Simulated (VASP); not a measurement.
Write the native input for VASP 6.6.1 that does the following.

```
Task                   : relaxation of cell and atoms
Functional             : PBE
Potentials or basis    : VASP PAW PBE potentials, release 64 (W_sv, Se)
Cutoff                 : 600 eV
k mesh                 : 12 × 12 × 2
Occupations            : gaussian, width 0.02 eV
Spin                   : no spin polarisation
Dipole correction      : no
Further INCAR settings : ALGO = Normal; EDIFF = 1e-06; IBRION = 2; EDIFFG = -0.005; NSW = 100; ISIF = 3
```

The structure of WSe2 lies in POSCAR:

```
WSe2
1.0
    3.3206941868      0.0000000000      0.0000000000
   -1.6603470934      2.8758055240      0.0000000000
    0.0000000000      0.0000000000     15.2574372491
W Se
2 4
Direct
    0.3333333333      0.6666666667      0.2500000000
    0.6666666667      0.3333333333      0.7500000000
    0.3333333333      0.6666666667      0.6400207320
    0.6666666667      0.3333333333      0.1400207320
    0.3333333333      0.6666666667      0.8599792680
    0.6666666667      0.3333333333      0.3599792680
```

The input as run:

INCAR

```
PREC = Accurate ; ENCUT = 600
EDIFF = 1E-6 ; ISMEAR = 0
SIGMA = 0.02 ; LREAL = F
LASPH = T ; NELM = 80
ALGO = Normal ; ISIF = 3
LWAVE = F ; LCHARG = F
GGA = PE ; IBRION = 2
NSW = 100 ; EDIFFG = -0.005
```

KPOINTS

```
regular mesh
0
Gamma
  12 12 2
```

Potentials or basis: VASP PAW PBE potentials, release 64 (W_sv, Se).

Command:

```bash
$ cat potpaw_PBE.64/W_sv/POTCAR potpaw_PBE.64/Se/POTCAR > POTCAR
$ mpirun -np 1 vasp_std > vasp.out
```

It gave:

| Quantity | Value |
| --- | --- |
| Relaxed volume | 24.33 Å³/atom |
| Relaxed cell | a = 3.323 Å, b = 3.323 Å, c = 15.270 Å, α = 90.00°, β = 90.00°, γ = 120.00° |
| Space group after relaxing (to 0.1 Å) | P6_3/mmc (No. 194) |
| Energy gained by relaxing | 0.1 meV/atom |
| Ionic steps | 3 |
| Pressure after relaxing | 0.0 GPa |
| Band gap on the k mesh | 1.47 eV (least direct gap 1.52 eV) |

Caveat: spin-orbit coupling is left out, which moves the levels of the heavy elements; this functional lacks dispersion, which binds the layers, so the pressure and a relaxed spacing across them are unreliable.

It took 9.5 min on 1 thread of Intel(R) Xeon(R) Platinum 8375C CPU @ 2.90GHz (Ice Lake) (shared host), peak memory 0.43 GiB.
